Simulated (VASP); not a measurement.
LiCl: single point with PBE

The system is LiCl.

```
Cl Li
1.0
     0.00000    2.56477    2.56477
     2.56477    0.00000    2.56477
     2.56477    2.56477    0.00000
Cl Li
1 1
Direct
  0.50000 0.50000 0.50000
  0.00000 0.00000 0.00000
```

| Property | Result |
| --- | --- |
| Program | VASP 6.6.1 |
| Task | single point |
| Functional | PBE |
| Potentials or basis | VASP PAW PBE potentials, release 64 (Cl, Li_sv) |
| Cutoff | 580 eV |
| k mesh | 12 × 12 × 12 |
| Occupations | tetrahedron, width 0.03 eV |
| Spin | no spin polarisation |
| Tolerance level | tight |
| Purpose | density of states |
| K density | 8 × 8 × 8 |
| Further INCAR settings | ALGO = Normal; EDIFF = 1e-06; NBANDS = 21 |

```yaml
Band_gap_on_the_k_mesh: 6.34 eV
Valence_electrons_inside_the_program's_atomic_spheres: Cl 5.18; Li 2.04
```

Levels at points of the mesh, in eV from the valence-band top:
| k point | band 3 | band 4 | band 5 | band 6 | band 7 | band 8 |
| --- | --- | --- | --- | --- | --- | --- |
| (0.00, 0.00, 0.00) | 0.00 | 0.00 | 0.00 | 6.34 | 11.94 | 11.94 |
| (0.50, 0.00, 0.00) | -2.81 | -0.26 | -0.26 | 6.76 | 9.50 | 9.50 |
| (0.50, 0.50, 0.00) | -2.89 | -1.10 | -1.10 | 7.88 | 8.29 | 12.44 |

It took 12 s on 2 MPI ranks on AMD EPYC 9R45 96-Core Processor (Zen 5) (shared host), peak memory 0.14 GiB a rank.

 A k mesh can miss the band edges.
